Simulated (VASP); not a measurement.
# Ti in VASP: notebook

The runs below take Ti through single point, with PBE, HSE06, PBE0.

Everything below comes from runs of VASP 6.6.1. Logs are shortened: lines on timing, memory, paths and dates and some standing lists are left out, and cuts for length are marked.

## 1. The cell of the first run

The cell holds a single atom in a box, 1 atom: a = 14.000 Å, b = 14.400 Å, c = 14.800 Å, α = 90.00°, β = 90.00°, γ = 90.00°.

## 2. Single point, PBE, collinear spin

Contents of INCAR:

```
SYSTEM = Ti
  ALGO = Normal
  EDIFF = 1E-6
  ENCUT = 520
  GGA = PE
  ISIF = 2
  ISMEAR = -1
  ISPIN = 2
  ISYM = 0
  LASPH = .True.
  LCHARG = .False.
  LMAXMIX = 4
  LORBIT = 11
  LREAL = .False.
  LWAVE = .False.
  MAGMOM = 4
  NBANDS = 16
  NELM = 150
  PREC = Accurate
  SIGMA = 0.01
```

Contents of KPOINTS:

```
k-points
0
Gamma
  1 1 1
  0 0 0
```

Contents of POSCAR:

```
Ti
1.0
   14.0000000000      0.0000000000      0.0000000000
    0.0000000000     14.4000000000      0.0000000000
    0.0000000000      0.0000000000     14.8000000000
Ti
1
Direct
    0.5000000000      0.5000000000      0.5000000000
```

Potentials or basis: VASP PAW PBE potentials, release 64 (Ti_sv).

Command:

```bash
$ cat potpaw_PBE.64/Ti_sv/POTCAR > POTCAR
$ mpirun -np 1 vasp_gam > vasp.out
```

OUTCAR:

```text
SYSTEM = Ti
   EDIFF = 1E-6
   ENCUT = 520
   GGA = PE
   ISIF = 2
   ISMEAR = -1
   ISPIN = 2
   ISYM = 0
   LASPH = .True.
   LORBIT = 11
   LREAL = .False.
   NELM = 150
   PREC = Accurate

 ion  position               nearest neighbor table
   1  0.500  0.500  0.500-

IMPORTANT INFORMATION: All symmetrisations will be switched off!
NOSYMM: (Re-)initialisation of all symmetry stuff for point group C_1.

----------------------------------------------------------------------------------------

                                     Primitive cell

  volume of cell :    2983.6800

  direct lattice vectors                    reciprocal lattice vectors
    14.000000000  0.000000000  0.000000000     0.071428571  0.000000000  0.000000000
     0.000000000 14.400000000  0.000000000     0.000000000  0.069444444  0.000000000
     0.000000000  0.000000000 14.800000000     0.000000000  0.000000000  0.067567568

  length of vectors
    14.000000000 14.400000000 14.800000000     0.071428571  0.069444444  0.067567568

  position of ions in fractional coordinates (direct lattice)
     0.500000000  0.500000000  0.500000000

  ion indices of the primitive-cell ions
   primitive index   ion index
                 1           1

----------------------------------------------------------------------------------------

 KPOINTS: k-points

Automatic generation of k-mesh.
 Grid dimensions read from file:
 generate k-points for:    1    1    1

 Generating k-lattice:

  Cartesian coordinates                     Fractional coordinates (reciprocal lattice)
     0.071428571  0.000000000  0.000000000     1.000000000  0.000000000  0.000000000
     0.000000000  0.069444444  0.000000000     0.000000000  1.000000000  0.000000000
     0.000000000  0.000000000  0.067567568     0.000000000  0.000000000  1.000000000

  Length of vectors
     0.071428571  0.069444444  0.067567568

  Shift w.r.t. Gamma in fractional coordinates (k-lattice)
     0.000000000  0.000000000  0.000000000

 Subroutine IBZKPT returns following result:
 ===========================================

 Found      1 irreducible k-points:

 Following reciprocal coordinates:
            Coordinates               Weight
  0.000000  0.000000  0.000000      1.000000
   k-points           NKPTS =      1   k-points in BZ     NKDIM =      1   number of bands    NBANDS=     16
   number of dos      NEDOS =    301   number of ions     NIONS =      1
   total plane-waves  NPLWV = ******
   dimension x,y,z NGX =   108 NGY =  108 NGZ =  112
   dimension x,y,z NGXF=   216 NGYF=  216 NGZF=  224
   ions per type =               1
   NGX,Y,Z   is equivalent  to a cutoff of  12.82, 12.47, 12.58 a.u.
   NGXF,Y,Z  is equivalent  to a cutoff of  25.65, 24.94, 25.16 a.u.
 SYSTEM =  Ti
   PREC   = accura    normal or accurate (medium, high low for compatibility)
   ISTART =      0    job   : 0-new  1-cont  2-samecut
   ICHARG =      2    charge: 1-file 2-atom 10-const
   ISPIN  =      2    spin polarized calculation?
   LNONCOLLINEAR =      F non collinear calculations
   LSORBIT =      F    spin-orbit coupling
   LASPH  =      T    aspherical Exc in radial PAW
   ENCUT  =  520.0 eV  38.22 Ry    6.18 a.u.  26.03 26.77 27.52*2*pi/ulx,y,z
   NELM   =    150;   NELMIN=  2; NELMDL= -5     # of ELM steps
   EDIFF  = 0.1E-05   stopping-criterion for ELM
   LREAL  =      F    real-space projection
   EDIFFG = 0.1E-04   stopping-criterion for IOM
   NSW    =      0    number of steps for IOM
   IBRION =     -1    ionic relax: 0-MD 1-quasi-New 2-CG
   NFREE  =      0    steps in history (QN), initial steepest desc. (CG)
   ISIF   =      2    stress and relaxation
   ISYM   =      0    0-nonsym 1-usesym 2-fastsym
   POTIM  = 0.5000    time-step for ionic-motion
   TEBEG  =    0.0;   TEEND  =   0.0 temperature during run
   PSTRESS=    0.0 pullay stress
   NELECT =      12.0000    total number of electrons
   NUPDOWN=      -1.0000    fix difference up-down
   EMIN   =  10.00;   EMAX   =-10.00  energy-range for DOS
   EFERMI =   0.00;   METHOD = LEGACY
   ISMEAR =    -1;   SIGMA  =   0.01  broadening in eV -4-tet -1-fermi 0-gaus
   EFERMI_NEDOS =   21; number of points for ismear=-14 and -15
   IALGO  =     38    algorithm
   IMIX   =      4    mixing-type and parameters
     AMIX     =   0.40;   BMIX     =  1.00
     AMIX_MAG =   1.60;   BMIX_MAG =  1.00
  volume/ion in A,a.u.               =    2983.68     20134.87
  Fermi-wavevector in a.u.,A,eV,Ry     =   0.260346  0.491983  0.922205  0.067780
  Thomas-Fermi vector in A             =   1.088001
   LORBIT       =     11    0 simple, 1 ext, 2 COOP (PROOUT), +10 PAW based schemes
   GGA     = PE    functional components
   LHFCALC =     F    Hartree Fock is set to
   AEXX    =    0.0000 exact exchange contribution
   IVDW    =     0    specifies the selected vdW correction
   LEPSILON=     F    determine dielectric tensor
   LRPA    =     F    only Hartree local field effects (RPA)
 spin polarized calculation
  energy-cutoff  :      520.00
  volume of cell :     2983.68
 maximum number of plane-waves:     40220
 NGX is ok and might be reduce to   108
   NGX = 53   NGY = 53   NGZ = 55

 number of electron      11.9999997 magnetization       3.9999332

 Free energy of the ion-electron system (eV)
  ---------------------------------------------------
  ext. energy  EPLUGINS =         0.00000000
  ---------------------------------------------------
  free energy    TOTEN  =        -2.56016840 eV

  energy without entropy =       -2.56016840  energy(sigma->0) =       -2.56016840

 E-fermi :  -2.1123     XC(G=0):  -0.3194

 val. band max:       -2.5248464934   @ k =   0.0000   0.0000   0.0000
 cond. band min:      -1.7036894976   @ k =   0.0000   0.0000   0.0000
 fundamental gap:      0.8211569958
 Fermi energy:        -2.1122547698

 spin component 1

 k-point     1 :       0.0000    0.0000    0.0000
  band No.  band energies     occupation
      1     -59.4985      1.00000
      2     -35.8987      1.00000
      3     -35.8987      1.00000
      4     -35.8986      1.00000
      5      -3.9827      1.00000
      6      -2.5249      1.00000
      7      -2.5249      1.00000
      8      -2.5248      1.00000
      9      -1.7037      0.00000
     10      -1.7036      0.00000
     11      -1.2146      0.00000
     12      -1.2132      0.00000
     13      -1.2113      0.00000
     14      -0.2192      0.00000
     15       0.3897      0.00000
     16       0.4198      0.00000
 Fermi energy:        -2.1122547698

 spin component 2

 k-point     1 :       0.0000    0.0000    0.0000
  band No.  band energies     occupation
      1     -57.3561      1.00000
      2     -33.7383      1.00000
      3     -33.7383      1.00000
      4     -33.7381      1.00000
      5      -1.4850      0.00000
      6      -0.2769      0.00000
      7      -0.2699      0.00000
      8       0.1377      0.00000
      9       0.3107      0.00000
     10       0.3187      0.00000
     11       0.3249      0.00000
     12       0.6393      0.00000
     13       0.7161      0.00000
     14       0.7568      0.00000
     15       0.7718      0.00000
     16       0.8155      0.00000

------------------------ aborting loop because EDIFF is reached ----------------------------------------

  FORCE on cell =-STRESS in cart. coord.  units (eV):
  Direction    XX          YY          ZZ          XY          YZ          ZX
  --------------------------------------------------------------------------------------
  -------------------------------------------------------------------------------------
  Total        0.0019870      0.0020977      0.0022590      0.0004748     -0.0000799     -0.0003025
  in kB        0.0010670      0.0011264      0.0012130      0.0002549     -0.0000429     -0.0001624
  external PRESSURE =       0.0011355 kB  Pullay stress =       0.0000000 kB

 VOLUME and BASIS-vectors are now :
 -----------------------------------------------------------------------------
  energy-cutoff  :      520.00
  volume of cell :     2983.68
      direct lattice vectors                 reciprocal lattice vectors
    14.000000000  0.000000000  0.000000000     0.071428571  0.000000000  0.000000000
     0.000000000 14.400000000  0.000000000     0.000000000  0.069444444  0.000000000
     0.000000000  0.000000000 14.800000000     0.000000000  0.000000000  0.067567568

 POSITION                                       TOTAL-FORCE (eV/Angst)
 -----------------------------------------------------------------------------------
      7.00000      7.20000      7.40000         0.000247      0.000129     -0.000139
 -----------------------------------------------------------------------------------
    total drift:                                0.000247      0.000129     -0.000139

  FREE ENERGIE OF THE ION-ELECTRON SYSTEM (eV)
  ---------------------------------------------------
  free  energy   TOTEN  =        -2.5601684040 eV

  energy  without entropy=       -2.5601684040  energy(sigma->0) =       -2.56016840

 total charge

# of ion       s       p       d       tot
------------------------------------------
    1        2.158   5.912   2.228  10.298

 magnetization (x)

# of ion       s       p       d       tot
------------------------------------------
    1        0.167   0.000   2.228   2.396
```

It took 24 min on 1 thread of Intel Xeon 6975P-C (Granite Rapids), shared host; peak memory 2.9 GiB.

Results:

```
Free energy                                           : -2.5602 eV
Pressure                                              : 0.0 GPa
Band gap on the k mesh                                : 0.82 eV
Net moment                                            : 4.00 μB per cell
Site moments                                          : Ti +2.40 μB
Valence electrons inside the program's atomic spheres : Ti 10.30
```

Levels at points of the mesh, in eV from the valence-band top:
Spin up:
| k point | band 5 | band 6 | band 7 | band 8 | band 9 | band 10 | band 11 | band 12 |
| --- | --- | --- | --- | --- | --- | --- | --- | --- |
| (0.00, 0.00, 0.00) | -1.46 | 0.00 | 0.00 | 0.00 | 0.82 | 0.82 | 1.31 | 1.31 |
Spin down:
| k point | band 1 | band 2 | band 3 | band 4 | band 5 | band 6 | band 7 | band 8 |
| --- | --- | --- | --- | --- | --- | --- | --- | --- |
| (0.00, 0.00, 0.00) | -54.83 | -31.21 | -31.21 | -31.21 | 1.04 | 2.25 | 2.25 | 2.66 |

## 3. Single point, HSE06, collinear spin

POSCAR is that of step 2.

Contents of INCAR.step1:

```
SYSTEM = Ti
  ALGO = Normal
  EDIFF = 1E-5
  ENCUT = 520
  GGA = PE
  ISIF = 2
  ISMEAR = -1
  ISPIN = 2
  ISYM = 0
  LASPH = .TRUE.
  LMAXMIX = 4
  LORBIT = 11
  LREAL = .FALSE.
  LWAVE = .TRUE.
  MAGMOM = 4
  NBANDS = 16
  NELM = 150
  PREC = Accurate
  SIGMA = 0.01
```

Contents of INCAR.step2:

```
SYSTEM = Ti
  ALGO = Normal
  EDIFF = 1E-7
  ENCUT = 520
  GGA = PE
  HFSCREEN = 0.2079
  ISIF = 2
  ISMEAR = -1
  ISPIN = 2
  ISTART = 1
  ISYM = 0
  LASPH = .TRUE.
  LCHARG = .TRUE.
  LELF = .TRUE.
  LHFCALC = .TRUE.
  LMAXMIX = 4
  LORBIT = 11
  LREAL = .FALSE.
  LVHAR = .TRUE.
  LWAVE = .FALSE.
  MAGMOM = 4
  NBANDS = 16
  NELM = 150
  PREC = Accurate
  PRECFOCK = Normal
  SIGMA = 0.01
```

Contents of KPOINTS:

```
k-points
0
G
  1 1 1
  0 0 0
```

Potentials or basis: VASP PAW PBE potentials, release 64 (Ti_sv).

Command:

```bash
$ cat potpaw_PBE.64/Ti_sv/POTCAR > POTCAR
$ cp INCAR.step1 INCAR
$ mpirun -np 1 vasp_gam > vasp.out
$ cp INCAR.step2 INCAR
$ mpirun -np 1 vasp_gam > vasp.out
```

Run time: 72 min. Hardware: 1 thread of Intel Xeon 6975P-C (Granite Rapids), shared host; peak memory 2.9 GiB.

The run converged. Its results:

| Item | Value |
| --- | --- |
| Free energy | -5.2558 eV |
| Pressure | 0.0 GPa |
| Band gap on the k mesh | 2.16 eV |
| Net moment | 4.00 μB per cell |
| Site moments | Ti +2.43 μB |
| Valence electrons inside the program's atomic spheres | Ti 10.34 |

Levels at points of the mesh, in eV from the valence-band top:
Spin up:
| k point | band 4 | band 5 | band 6 | band 7 | band 8 | band 9 | band 10 | band 11 | band 12 | band 13 |
| --- | --- | --- | --- | --- | --- | --- | --- | --- | --- | --- |
| (0.00, 0.00, 0.00) | -35.15 | -0.78 | 0.00 | 0.00 | 0.00 | 2.32 | 2.32 | 2.32 | 3.09 | 3.09 |
Spin down:
```
           k point  band 1  band 2  band 3  band 4  band 5  band 6  band 7  band 8  band 9
(0.00, 0.00, 0.00)  -57.51  -32.25  -32.25  -32.25    2.16    3.49    4.02    4.05    4.08
```

Caveat: the PAW data sets were made with another functional, which shifts forces and pressure a little.

## 4. Single point, PBE0, collinear spin

POSCAR is that of step 3.

Contents of INCAR.step1:

```
SYSTEM = Ti
PREC     = Accurate       ! precision mode
ENCUT    = 520            ! plane-wave cutoff, eV
EDIFF    = 1E-5           ! SCF threshold, eV
ISMEAR   = -1             ! smearing method
SIGMA    = 0.01           ! smearing width, eV
LREAL    = .False.        ! projectors in reciprocal space
LASPH    = .True.         ! aspherical terms in the spheres
NELM     = 150            ! most SCF steps
ALGO     = Normal         ! electronic algorithm
ISIF     = 2              ! what is computed and relaxed
LWAVE    = .True.         ! write WAVECAR
LCHARG   = .False.        ! write CHGCAR
ISPIN    = 2              ! spin polarisation
MAGMOM   = 4              ! initial moments
LORBIT   = 11             ! projections on sites
LMAXMIX  = 4              ! l up to which the mixer works
GGA      = PE             ! functional
ISYM     = 0            
NBANDS   = 16             ! bands
```

Contents of INCAR.step2:

```
SYSTEM = Ti
PREC     = Accurate       ! precision mode
ENCUT    = 520            ! plane-wave cutoff, eV
EDIFF    = 1E-7           ! SCF threshold, eV
ISMEAR   = -1             ! smearing method
SIGMA    = 0.01           ! smearing width, eV
LREAL    = .False.        ! projectors in reciprocal space
LASPH    = .True.         ! aspherical terms in the spheres
NELM     = 150            ! most SCF steps
ALGO     = Normal         ! electronic algorithm
ISIF     = 2              ! what is computed and relaxed
LWAVE    = .False.        ! write WAVECAR
LCHARG   = .False.        ! write CHGCAR
ISPIN    = 2              ! spin polarisation
MAGMOM   = 4              ! initial moments
LORBIT   = 11             ! projections on sites
LMAXMIX  = 4              ! l up to which the mixer works
GGA      = PE             ! functional
LHFCALC  = .True.         ! exact exchange
AEXX     = 0.25           ! exact-exchange fraction
PRECFOCK = Normal       
ISTART   = 1            
ISYM     = 0            
NBANDS   = 16             ! bands
```

Contents of KPOINTS:

```
Automatic mesh
0
Gamma
  1 1 1
  0 0 0
```

Command:

```bash
$ cat potpaw_PBE.64/Ti_sv/POTCAR > POTCAR
$ cp INCAR.step1 INCAR
$ mpirun -np 1 vasp_gam > vasp.out
$ cp INCAR.step2 INCAR
$ mpirun -np 1 vasp_gam > vasp.out
```

It took 59 min on 1 thread of Intel Xeon 6975P-C (Granite Rapids), shared host; peak memory 2.9 GiB.

Results (log left out):

- Free energy: -6.3039 eV
- Pressure: 0.0 GPa
- Band gap on the k mesh: 2.88 eV
- Net moment: 4.00 μB per cell
- Site moments: Ti +2.43 μB
- Valence electrons inside the program's atomic spheres: Ti 10.34

Levels at points of the mesh, in eV from the valence-band top:
Spin up:
```csv
k point,band 4,band 5,band 6,band 7,band 8,band 9,band 10,band 11,band 12,band 13
"(0.00, 0.00, 0.00)",-35.16,-0.77,0.00,0.00,0.00,3.04,3.05,3.05,3.65,3.86
```
Spin down:
```
           k point  band 2  band 3  band 4  band 5  band 6  band 7
(0.00, 0.00, 0.00)  -32.27  -32.27  -32.27    2.88    3.92    4.46
```

Caveat: the PAW data sets were made with another functional, which shifts forces and pressure a little.

## 5. Summary

```tsv
level	grid for exact exchange (PRECFOCK)	share of exact exchange	screening parameter	gap on the mesh (eV)	pressure (GPa)	moment (μB)
PBE	-	-	-	0.82	0.0	4.00
HSE06	Normal	0.25	0.2079 1/Å	2.16	0.0	4.00
PBE0	Normal	0.25	-	2.88	0.0	4.00
```

Alike in all rows: task single point; potentials or basis VASP PAW PBE potentials, release 64 (Ti_sv); spin collinear; cell as given; k mesh 1 × 1 × 1; cutoff (eV) 520; smearing fermi-dirac 0.01 eV.

On the cell as given the gap runs from 0.82 eV (PBE) to 2.88 eV (PBE0).

Caveats: the PAW data sets were made with another functional, which shifts forces and pressure a little (at least some runs).

Absolute energies hang on the potentials; compare differences alone.
